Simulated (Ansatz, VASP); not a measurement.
**NbAs: VASP beside Ansatz**

POSCAR

```
NbAs
1.0
    0.0000000000      2.6377696511      2.6377696511
    2.6377696511      0.0000000000      2.6377696511
    2.6377696511      2.6377696511      0.0000000000
Nb As
1 1
Direct
    0.5000000000      0.5000000000      0.5000000000
    0.0000000000      0.0000000000      0.0000000000
```

The input INCAR.step1:

```
SYSTEM = NbAs
PREC = Accurate
ENCUT = 520
ISMEAR = 0
SIGMA = 0.05
LREAL = .FALSE.
LASPH = .TRUE.
NELM = 60
NBANDS = 16
GGA = PE
ALGO = Normal
EDIFF = 1E-4
LWAVE = .TRUE.
LCHARG = .FALSE.
```

File INCAR.step2:

```
SYSTEM = NbAs
PREC = Accurate
ENCUT = 520
EDIFF = 1E-7
ISMEAR = 0
SIGMA = 0.05
LREAL = .FALSE.
LASPH = .TRUE.
NELM = 60
ALGO = Normal
ISIF = 2
LWAVE = .FALSE.
LCHARG = .FALSE.
METAGGA = R2SCAN
LMIXTAU = .TRUE.
NBANDS = 16
ISTART = 1
```

File KPOINTS:

```
regular mesh
0
G
  12 12 12
  0 0 0
```

Input for Ansatz:

```yaml
crystal:
  lattice:
    - [0.0, 2.6377696511, 2.6377696511]
    - [2.6377696511, 0.0, 2.6377696511]
    - [2.6377696511, 2.6377696511, 0.0]
  atoms:
    - { symbol: Nb, position: [0.5, 0.5, 0.5] }
    - { symbol: As, position: [0.0, 0.0, 0.0] }
basis:
  ecutwfc: 500
  ecutrho_ratio: 4
kpoints:
  mp_grid: { grid: [12, 12, 12] }
hamiltonian:
  xc: r2scan
scf:
  occupations: { method: gaussian, width: 0.05 }
output:
  forces: true
  stress: true
  eigenvalues: true
  populations: true
  write_density: true
  write_potential: true
  elf: true
  volumetric_format: npy
```

Alike in both runs: task single point; functional r2SCAN; k mesh 12 × 12 × 12; occupations gaussian, width 0.05 eV; no spin polarisation.

|  | VASP | Ansatz |
| --- | --- | --- |
| version | VASP 6.6.1 | Ansatz 0.2.0 |
| potentials or method | VASP PAW PBE potentials, release 64 (Nb_sv, As), cutoff 520 eV | scalar-relativistic, plane waves, PAW |
| valence electrons in the cell | 18 | 28 |

```csv
,VASP,Ansatz,Ansatz less VASP
gap on the k mesh at the Fermi level (eV),none,none,-
pressure (GPa),-1.5,-1.4,+0.04
```

VASP's potentials were made for PBE, not for r2SCAN. A gap of «none» marks a metal or a gap that the smearing closes. VASP's potentials hold 18 valence electrons a cell and Ansatz's 28, so a difference there can come from the potentials and not from the codes.
